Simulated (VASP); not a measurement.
TaH3Br: relaxation of cell and atoms with PBE

The system is TaH3Br.

```
Ta H Br
1.0
     3.95093    0.00000    0.00000
     0.00000    3.95093    0.00000
     0.00000    0.00000    4.44028
Ta H Br
1 3 1
Cartesian
  0.0000 0.0000 0.0000
  0.0000 0.0000 2.2201
  0.0000 1.9755 0.0000
  1.9755 0.0000 0.0000
  1.9755 1.9755 2.2201
```

| Item | Value |
| --- | --- |
| Program | VASP 6.6.1 |
| Task | relaxation of cell and atoms |
| Functional | PBE |
| Potentials or basis | VASP PAW PBE potentials, release 64 (Ta_pv, H, Br) |
| Cutoff | 600 eV |
| k mesh | 4 × 4 × 4 |
| Occupations | gaussian, width 0.1 eV |
| Spin | collinear spin, ferromagnetic start |
| Starting moments | [1.0, 0.0, 0.0, 0.0, 0.0] μB |
| Dipole correction | no |
| Further INCAR settings | ALGO = Normal; EDIFF = 1e-06; IBRION = 2; EDIFFG = -0.04; NSW = 90; ISIF = 3 |

| Item | Value |
| --- | --- |
| Relaxed volume | 11.06 Å³/atom |
| Relaxed cell | a = 3.810 Å, b = 3.810 Å, c = 3.809 Å, α = 90.00°, β = 90.00°, γ = 90.00° |
| Space group after relaxing (to 0.05 Å) | Pm-3m (No. 221) |
| Energy gained by relaxing | 164.7 meV/atom |
| Ionic steps | 9 |
| Pressure after relaxing | -0.1 GPa |
| Net moment | 0.06 μB per cell |
| Site moments | Ta +0.05; H -0.00; Br -0.01 μB |
| Valence electrons inside the program's atomic spheres | Ta 8.53; H 0.60; Br 4.79 |

The path:
```csv
step,energy change (eV),largest force (eV/Å),pressure (GPa),volume (Å³)
1,0.0000,0.0000,-11.34,69.31
2,-0.6255,0.0000,-5.56,59.90
3,-0.7686,0.0000,0.10,55.22
4,-0.7726,0.0000,1.72,54.27
5,-0.7725,0.0000,1.24,54.54
6,-0.8159,0.0000,0.79,54.77
7,-0.8229,0.0000,0.58,54.88
8,-0.8229,0.0000,0.57,54.89
9,-0.8235,0.0000,-0.08,55.28
```

Final structure:
```xyz
5
Lattice="3.8097 0.0000 0.0000 0.0000 3.8097 0.0000 0.0000 0.0000 3.8087" Properties=species:S:1:pos:R:3 pbc="T T T"
Ta    0.0000    0.0000    3.8087
H     3.8097    0.0000    1.9043
H     3.8097    1.9048    0.0000
H     1.9048    0.0000    3.8087
Br    1.9048    1.9048    1.9043
```

Levels at points of the mesh, in eV from the Fermi level:
Spin up:
```csv
k point,band 7,band 8,band 9,band 10,band 11,band 12,band 13,band 14
"(0.00, 0.00, 0.00)",-6.11,-3.43,-3.43,-3.43,0.56,0.56,0.56,7.62
"(0.50, 0.00, 0.00)",-3.68,-3.67,-3.45,-1.39,0.72,1.16,1.16,1.33
"(0.50, 0.50, 0.00)",-6.30,-2.80,-0.96,-0.60,-0.60,-0.41,-0.41,0.73
"(0.00, 0.00, 0.50)",-3.68,-3.68,-3.45,-1.39,0.72,1.16,1.16,1.33
"(0.50, 0.00, 0.50)",-6.29,-2.80,-0.97,-0.60,-0.60,-0.41,-0.41,0.73
"(0.50, 0.50, 0.50)",-5.52,-3.68,-3.68,-3.68,0.78,0.78,1.52,1.52
```
Spin down:
| k point | band 6 | band 7 | band 8 | band 9 | band 10 | band 11 | band 12 | band 13 | band 14 | band 15 |
| --- | --- | --- | --- | --- | --- | --- | --- | --- | --- | --- |
| (0.00, 0.00, 0.00) | -6.11 | -6.10 | -3.44 | -3.44 | -3.44 | 0.62 | 0.63 | 0.63 | 7.62 | 7.62 |
| (0.50, 0.00, 0.00) | -5.89 | -3.67 | -3.67 | -3.44 | -1.39 | 0.79 | 1.21 | 1.21 | 1.35 | 5.83 |
| (0.50, 0.50, 0.00) | -6.29 | -6.29 | -2.80 | -0.91 | -0.60 | -0.60 | -0.35 | -0.35 | 0.76 | 1.02 |
| (0.00, 0.00, 0.50) | -5.89 | -3.67 | -3.67 | -3.45 | -1.39 | 0.79 | 1.21 | 1.21 | 1.36 | 5.30 |
| (0.50, 0.00, 0.50) | -6.29 | -6.29 | -2.80 | -0.92 | -0.61 | -0.61 | -0.35 | -0.35 | 0.76 | 1.03 |
| (0.50, 0.50, 0.50) | -5.51 | -5.51 | -3.67 | -3.67 | -3.67 | 0.81 | 0.81 | 1.57 | 1.57 | 1.57 |

It took 4.3 min on 1 thread of Intel(R) Xeon(R) Platinum 8259CL CPU @ 2.50GHz (Skylake/Cascade Lake), with other jobs on the host, peak memory 0.25 GiB.

Caveat: the k points lie up to 0.41 Å⁻¹ apart in the final cell; the volume moved by over 15 % at a fixed basis, so the end points are rough; spin-orbit coupling is left out, which moves the levels of the heavy elements.
